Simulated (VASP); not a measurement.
# Al2Si in VASP: further runs

Al2Si is run at these levels: PBE; tasks: single point.

Everything below comes from runs of VASP 6.6.1. Logs are shortened: lines on timing, memory, paths and dates and some standing lists are left out, and cuts for length are marked.

## Step 1: The cell of the first run

It takes space group Imma (No. 74, orthorhombic). The conventional cell has a = 3.507 Å, b = 5.536 Å, c = 10.567 Å, α = 90.00°, β = 90.00°, γ = 90.00°. Al (site symmetry m) has 4 Si at 2.71 to 2.72 Å and 7 Al at 2.76 to 3.51 Å within 3.6 Å. Within 3.6 Å of Si (site symmetry mm2) lie 8 Al at 2.71 to 2.72 Å and 4 Si at 2.77 to 3.51 Å.

## Step 2: Single point, PBE

Input file INCAR:

```
PREC     = Accurate       # precision mode
ENCUT    = 520            # plane-wave cutoff, eV
EDIFF    = 1E-6           # SCF threshold, eV
ISMEAR   = 0              # smearing method
SIGMA    = 0.1            # smearing width, eV
LREAL    = F              # projectors in reciprocal space
LASPH    = T              # aspherical terms in the spheres
NELM     = 60             # most SCF steps
ALGO     = Normal         # electronic algorithm
ISIF     = 2              # what is computed and relaxed
LWAVE    = F              # write WAVECAR
LCHARG   = F              # write CHGCAR
GGA      = PE             # functional
NBANDS   = 19             # bands
```

Input file KPOINTS:

```
Automatic mesh
0
Gamma
  6 6 6
```

Input file POSCAR:

```
Al2Si
1.0
   -1.7533311656      2.7682194265      5.2834285045
    1.7533311656     -2.7682194265      5.2834285045
    1.7533311656      2.7682194265     -5.2834285045
Al Si
4 2
Direct
    0.1460906159      0.1453683780      0.0007222379
    0.6446461401      0.1453683780      0.4992777621
    0.8539093841      0.8546316220      0.9992777621
    0.3553538599      0.8546316220      0.5007222379
    0.7511350206      0.5011350206      0.2500000000
    0.2488649794      0.4988649794      0.7500000000
```

Potentials or basis: VASP PAW PBE potentials, release 64 (Al, Si).

Run with:

```sh
cat potpaw_PBE.64/Al/POTCAR potpaw_PBE.64/Si/POTCAR > POTCAR
mpirun -np 1 vasp_std > vasp.out
```

OUTCAR:

```text
PREC = Accurate
   ENCUT = 520
   EDIFF = 1E-6
   ISMEAR = 0
   LREAL = F
   LASPH = T
   NELM = 60
   ISIF = 2
   GGA = PE

 ion  position               nearest neighbor table
   1  0.146  0.145  0.001-   5 2.71   5 2.71   6 2.72   6 2.72   2 2.76   2 2.78   4 2.82   4 2.82
                             3 3.07
   2  0.645  0.145  0.499-   5 2.71   5 2.71   6 2.72   6 2.72   1 2.76   1 2.78   3 2.82   3 2.82
                             4 3.07
   3  0.854  0.855  0.999-   6 2.71   6 2.71   5 2.72   5 2.72   4 2.76   4 2.78   2 2.82   2 2.82
                             1 3.07
   4  0.355  0.855  0.501-   6 2.71   6 2.71   5 2.72   5 2.72   3 2.76   3 2.78   1 2.82   1 2.82
                             2 3.07
   5  0.751  0.501  0.250-   2 2.71   1 2.71   2 2.71   1 2.71   4 2.72   3 2.72   3 2.72   4 2.72
                             6 2.77   6 2.77
   6  0.249  0.499  0.750-   4 2.71   3 2.71   4 2.71   3 2.71   2 2.72   1 2.72   2 2.72   1 2.72
                             5 2.77   5 2.77

  LATTYP: Found a body centered orthorhombic cell.
 ALAT       =     3.5066623312
 B/A-ratio  =     1.5788343245
 C/A-ratio  =     3.0133659905

  Lattice vectors:

 A1 = (  -1.7533311656,   2.7682194265,   5.2834285045)
 A2 = (   1.7533311656,  -2.7682194265,   5.2834285045)
 A3 = (   1.7533311656,   2.7682194265,  -5.2834285045)

Analysis of symmetry for initial positions (statically):
=====================================================================
 Subroutine PRICEL returns:
 Original cell was already a primitive cell.

 Routine SETGRP: Setting up the symmetry group for a
 body centered orthorhombic supercell.

 Subroutine GETGRP returns: Found  8 space group operations
 (whereof  4 operations were pure point group operations)
 out of a pool of  8 trial point group operations.

The static configuration has the point symmetry C_2h.
 The point group associated with its full space group is D_2h.

Analysis of symmetry for dynamics (positions and initial velocities):
=====================================================================
 Subroutine PRICEL returns:
 Original cell was already a primitive cell.

 Routine SETGRP: Setting up the symmetry group for a
 body centered orthorhombic supercell.

 Subroutine GETGRP returns: Found  8 space group operations
 (whereof  4 operations were pure point group operations)
 out of a pool of  8 trial point group operations.

The dynamic configuration has the point symmetry C_2h.
 The point group associated with its full space group is D_2h.

 Subroutine INISYM returns: Found  8 space group operations
 (whereof  4 operations are pure point group operations),
 and found     1 'primitive' translations

----------------------------------------------------------------------------------------

                                     Primitive cell

  volume of cell :     102.5747

  direct lattice vectors                    reciprocal lattice vectors
    -1.753331166  2.768219426  5.283428504     0.000000000  0.180621520  0.094635519
     1.753331166 -2.768219426  5.283428504     0.285171455  0.000000000  0.094635519
     1.753331166  2.768219426 -5.283428504     0.285171455  0.180621520  0.000000000

  length of vectors
     6.217059251  6.217059251  6.217059251     0.203911782  0.300464042  0.337560205

  position of ions in fractional coordinates (direct lattice)
     0.146090616  0.145368378  0.000722238
     0.644646140  0.145368378  0.499277762
     0.853909384  0.854631622  0.999277762
     0.355353860  0.854631622  0.500722238
     0.751135021  0.501135021  0.250000000
     0.248864979  0.498864979  0.750000000

  ion indices of the primitive-cell ions
   primitive index   ion index
                 1           1
                 2           2
                 3           3
                 4           4
                 5           5
                 6           6

----------------------------------------------------------------------------------------

 KPOINTS: Automatic mesh

Automatic generation of k-mesh.
 Grid dimensions read from file:
 generate k-points for:    6    6    6

 Generating k-lattice:

  Cartesian coordinates                     Fractional coordinates (reciprocal lattice)
     0.000000000  0.030103587  0.015772587     0.166666667 -0.000000000  0.000000000
     0.047528576  0.000000000  0.015772587    -0.000000000  0.166666667  0.000000000
     0.047528576  0.030103587  0.000000000     0.000000000 -0.000000000  0.166666667

  Length of vectors
     0.033985297  0.050077340  0.056260034

  Shift w.r.t. Gamma in fractional coordinates (k-lattice)
     0.000000000  0.000000000  0.000000000

 Subroutine IBZKPT returns following result:
 ===========================================

 Found     46 irreducible k-points:

 Following reciprocal coordinates:
            Coordinates               Weight
  0.000000  0.000000  0.000000      1.000000
  0.166667 -0.000000  0.000000      4.000000
  0.333333 -0.000000  0.000000      4.000000
  0.500000  0.000000  0.000000      2.000000
 -0.000000  0.166667  0.000000      4.000000
  0.166667  0.166667  0.000000      8.000000
[... 16 lines left out ...]
 -0.166667  0.166667  0.166667      2.000000
  0.166667  0.333333  0.166667      4.000000
 [... further k-points ...]
   k-points           NKPTS =     46   k-points in BZ     NKDIM =     46   number of bands    NBANDS=     19
   number of dos      NEDOS =    301   number of ions     NIONS =      6
   total plane-waves  NPLWV = 110592
   dimension x,y,z NGX =    48 NGY =   48 NGZ =   48
   dimension x,y,z NGXF=    96 NGYF=   96 NGZF=   96
   ions per type =               4   2
   NGX,Y,Z   is equivalent  to a cutoff of  12.84, 12.84, 12.84 a.u.
   NGXF,Y,Z  is equivalent  to a cutoff of  25.67, 25.67, 25.67 a.u.
 SYSTEM =  unknown system
   PREC   = accura    normal or accurate (medium, high low for compatibility)
   ISTART =      0    job   : 0-new  1-cont  2-samecut
   ICHARG =      2    charge: 1-file 2-atom 10-const
   ISPIN  =      1    spin polarized calculation?
   LNONCOLLINEAR =      F non collinear calculations
   LSORBIT =      F    spin-orbit coupling
   LASPH  =      T    aspherical Exc in radial PAW
   ENCUT  =  520.0 eV  38.22 Ry    6.18 a.u.  11.56 11.56 11.56*2*pi/ulx,y,z
   NELM   =     60;   NELMIN=  2; NELMDL= -5     # of ELM steps
   EDIFF  = 0.1E-05   stopping-criterion for ELM
   LREAL  =      F    real-space projection
   EDIFFG = 0.1E-04   stopping-criterion for IOM
   NSW    =      0    number of steps for IOM
   IBRION =     -1    ionic relax: 0-MD 1-quasi-New 2-CG
   NFREE  =      0    steps in history (QN), initial steepest desc. (CG)
   ISIF   =      2    stress and relaxation
   ISYM   =      2    0-nonsym 1-usesym 2-fastsym
   POTIM  = 0.5000    time-step for ionic-motion
   TEBEG  =    0.0;   TEEND  =   0.0 temperature during run
   PSTRESS=    0.0 pullay stress
   NELECT =      20.0000    total number of electrons
   NUPDOWN=      -1.0000    fix difference up-down
   EMIN   =  10.00;   EMAX   =-10.00  energy-range for DOS
   EFERMI =   0.00;   METHOD = LEGACY
   ISMEAR =     0;   SIGMA  =   0.10  broadening in eV -4-tet -1-fermi 0-gaus
   EFERMI_NEDOS =   21; number of points for ismear=-14 and -15
   IALGO  =     38    algorithm
   IMIX   =      4    mixing-type and parameters
     AMIX     =   0.40;   BMIX     =  1.00
     AMIX_MAG =   1.60;   BMIX_MAG =  1.00
  volume/ion in A,a.u.               =      17.10       115.37
  Fermi-wavevector in a.u.,A,eV,Ry     =   0.949303  1.793922 12.261240  0.901176
  Thomas-Fermi vector in A             =   2.077573
   LORBIT       =      0    0 simple, 1 ext, 2 COOP (PROOUT), +10 PAW based schemes
   GGA     = PE    functional components
   LHFCALC =     F    Hartree Fock is set to
   AEXX    =    0.0000 exact exchange contribution
   IVDW    =     0    specifies the selected vdW correction
   LEPSILON=     F    determine dielectric tensor
   LRPA    =     F    only Hartree local field effects (RPA)
 non-spin polarized calculation
 Gauss-broadening in eV      SIGMA  =   0.10
  energy-cutoff  :      520.00
  volume of cell :      102.57
 maximum number of plane-waves:      2819
 NGX is ok and might be reduce to    48

 number of electron      20.0000000 magnetization

 Free energy of the ion-electron system (eV)
  ---------------------------------------------------
  ext. energy  EPLUGINS =         0.00000000
  ---------------------------------------------------
  free energy    TOTEN  =       -24.63693494 eV

  energy without entropy =      -24.62920146  energy(sigma->0) =      -24.63306820

 E-fermi :   7.5753     XC(G=0): -10.1529

 val. band max:        7.5463968876   @ k =   0.3333  -0.1667   0.1667
 cond. band min:       7.6186327593   @ k =   0.1667   0.3333   0.1667
 fundamental gap:      0.0722358717
 Fermi energy:         7.5752630076

 k-point     1 :       0.0000    0.0000    0.0000
  band No.  band energies     occupation
      1      -4.4506      2.00000
      2       0.3057      2.00000
      3       1.0044      2.00000
      4       1.3427      2.00000
      5       1.7693      2.00000
      6       3.3452      2.00000
[... 11 lines left out ...]
     18      12.9888      0.00000
     19      13.7306      0.00000

 k-point     2 :       0.1667   -0.0000    0.0000
  band No.  band energies     occupation
      1      -4.2960      2.00000
      2      -0.8315      2.00000
      3       0.9001      2.00000
      4       2.0407      2.00000
      5       2.3228      2.00000
      6       2.5434      2.00000
[... 11 lines left out ...]
     18      12.7665      0.00000
     19      14.2650      0.00000

 k-point     3 :       0.3333   -0.0000    0.0000
  band No.  band energies     occupation
      1      -3.8364      2.00000
      2      -2.0680      2.00000
      3       0.6324      2.00000
      4       1.1795      2.00000
      5       3.7986      2.00000
      6       4.0960      2.00000
[... 434 lines left out ...]
      1      -3.1891      2.00000
      2       1.1580      2.00000
      3       1.5337      2.00000
      4       2.1460      2.00000
      5       2.6194      2.00000
      6       3.2528      2.00000
[... 11 lines left out ...]
     18      13.3861      0.00000
     19      13.4963      0.00000

 k-point    24 :       0.1667    0.3333    0.1667
  band No.  band energies     occupation
      1      -1.4234      2.00000
      2      -0.1450      2.00000
      3       0.1208      2.00000
      4       1.3899      2.00000
      5       2.9011      2.00000
      6       3.0857      2.00000
[... 11 lines left out ...]
     18      11.9246      0.00000
     19      14.3518      0.00000

 [... further k-points ...]

------------------------ aborting loop because EDIFF is reached ----------------------------------------

  FORCE on cell =-STRESS in cart. coord.  units (eV):
  Direction    XX          YY          ZZ          XY          YZ          ZX
  --------------------------------------------------------------------------------------
  -------------------------------------------------------------------------------------
  Total        0.1240415      0.1506650     -0.0502613      0.0000000      0.0000000      0.0000000
  in kB        1.9374802      2.3533297     -0.7850620      0.0000000      0.0000000      0.0000000
  external PRESSURE =       1.1685826 kB  Pullay stress =       0.0000000 kB

 VOLUME and BASIS-vectors are now :
 -----------------------------------------------------------------------------
  energy-cutoff  :      520.00
  volume of cell :      102.57
      direct lattice vectors                 reciprocal lattice vectors
    -1.753331166  2.768219426  5.283428504     0.000000000  0.180621520  0.094635519
     1.753331166 -2.768219426  5.283428504     0.285171455  0.000000000  0.094635519
     1.753331166  2.768219426 -5.283428504     0.285171455  0.180621520  0.000000000

 POSITION                                       TOTAL-FORCE (eV/Angst)
 -----------------------------------------------------------------------------------
      0.00000      0.00400      1.53609         0.000000     -0.017044     -0.026385
     -0.00000      2.76422      1.53609        -0.000000      0.017044     -0.026385
      1.75333      2.76422      3.74734        -0.000000      0.017044      0.026385
      1.75333      0.00400      3.74734        -0.000000     -0.017044      0.026385
     -0.00000      1.38411      5.29542        -0.000000     -0.000000     -0.037760
      1.75333      1.38411     -0.01199        -0.000000      0.000000      0.037760
 -----------------------------------------------------------------------------------
    total drift:                               -0.000000      0.000000     -0.000000

  FREE ENERGIE OF THE ION-ELECTRON SYSTEM (eV)
  ---------------------------------------------------
  free  energy   TOTEN  =       -24.6369349379 eV

  energy  without entropy=      -24.6292014646  energy(sigma->0) =      -24.63306820
```

Wall time 61 s (1 thread of Intel Xeon 6975P-C (Granite Rapids), shared host); peak memory 0.33 GiB.

What came out:

- Free energy: -24.6369 eV
- Pressure: 0.1 GPa
- Largest force: 0.038 eV/Å
- Band gap on the k mesh: zero (bands 10 and 11 overlap by 3.75 eV)

Forces in eV/Å, atoms in the order of the input:
```
Al   0.000 -0.017 -0.026
Al   0.000  0.017 -0.026
Al   0.000  0.017  0.026
Al   0.000 -0.017  0.026
Si   0.000  0.000 -0.038
Si   0.000  0.000  0.038
```

Levels at points of the mesh, in eV from the Fermi level:
| k point | band 6 | band 7 | band 8 | band 9 | band 10 | band 11 | band 12 | band 13 | band 14 | band 15 |
| --- | --- | --- | --- | --- | --- | --- | --- | --- | --- | --- |
| (0.00, 0.00, 0.00) | -4.23 | -4.23 | -1.07 | 1.28 | 1.92 | 2.33 | 3.21 | 3.63 | 3.89 | 3.92 |
| (0.50, 0.00, 0.00) | -2.24 | -1.49 | -1.49 | -0.17 | -0.17 | 2.16 | 2.16 | 2.43 | 2.43 | 3.70 |
| (0.00, 0.50, 0.00) | -4.77 | -4.14 | -3.00 | -1.01 | -0.84 | -0.57 | -0.47 | -0.31 | 0.07 | 3.42 |
| (0.50, 0.50, 0.00) | -4.78 | -2.27 | -2.27 | -1.71 | -1.71 | 0.66 | 0.66 | 2.14 | 2.14 | 2.74 |
| (0.50, 0.50, 0.50) | -1.83 | -1.37 | -0.70 | -0.68 | -0.51 | 0.12 | 1.68 | 2.51 | 4.22 | 4.26 |

## Step 3: Single point, PBE

This run uses another cell than the first one: it holds 3 atoms, not 6.

Input file INCAR:

```
ALGO     = Fast           # electronic algorithm
EDIFF    = 1E-7           # SCF threshold, eV
ENCUT    = 520            # plane-wave cutoff, eV
GGA      = PE             # functional
ISIF     = 2              # what is computed and relaxed
ISMEAR   = 0              # smearing method
LASPH    = T              # aspherical terms in the spheres
LCHARG   = F              # write CHGCAR
LREAL    = F              # projectors in reciprocal space
LWAVE    = F              # write WAVECAR
NBANDS   = 12             # bands
NELM     = 80             # most SCF steps
PREC     = Accurate       # precision mode
SIGMA    = 0.1            # smearing width, eV
```

Input file KPOINTS:

```
k-points
0
Gamma
  14 14 16
```

Input file POSCAR:

```
Al2Si
1.0
    1.7420800144     -5.3337841873      0.0000000000
    1.7420800144      5.3337841873      0.0000000000
    0.0000000000      0.0000000000      2.7579180982
Al Si
2 1
Direct
    0.1462300667      0.8537699333      0.0000000000
    0.8537699333      0.1462300667      0.0000000000
    0.5000000000      0.5000000000      0.5000000000
```

Potentials or basis: VASP PAW PBE potentials, release 64 (Al, Si).

Run with:

```sh
cat potpaw_PBE.64/Al/POTCAR potpaw_PBE.64/Si/POTCAR > POTCAR
mpirun -np 1 vasp_std > vasp.out
```

Wall time 3.3 min (1 thread of Intel Xeon 6975P-C (Granite Rapids), shared host); peak memory 0.42 GiB.

The run converged. Its results:

```
Free energy            : -12.3367 eV
Pressure               : -0.1 GPa
Band gap on the k mesh : zero (bands 5 and 6 overlap by 4.54 eV)
```

Levels at points of the mesh, in eV from the Fermi level:
| k point | band 2 | band 3 | band 4 | band 5 | band 6 | band 7 | band 8 | band 9 |
| --- | --- | --- | --- | --- | --- | --- | --- | --- |
| (0.00, 0.00, 0.00) | -6.40 | -5.97 | -1.02 | 1.34 | 1.96 | 3.23 | 5.24 | 6.72 |
| (0.50, 0.00, 0.00) | -8.26 | -5.29 | -5.07 | -1.01 | -0.12 | 6.42 | 6.70 | 6.91 |
| (0.50, 0.50, 0.00) | -8.99 | -1.31 | -0.96 | 0.01 | 1.61 | 4.24 | 4.68 | 5.43 |
| (0.00, 0.00, 0.50) | -7.10 | -2.53 | -1.95 | -0.82 | -0.66 | 2.58 | 4.31 | 5.78 |
| (0.50, 0.00, 0.50) | -4.81 | -4.15 | -2.97 | -1.09 | -0.62 | -0.52 | -0.36 | 3.27 |
| (0.50, 0.50, 0.50) | -6.63 | -4.31 | -4.29 | 2.40 | 3.67 | 3.68 | 3.74 | 3.82 |
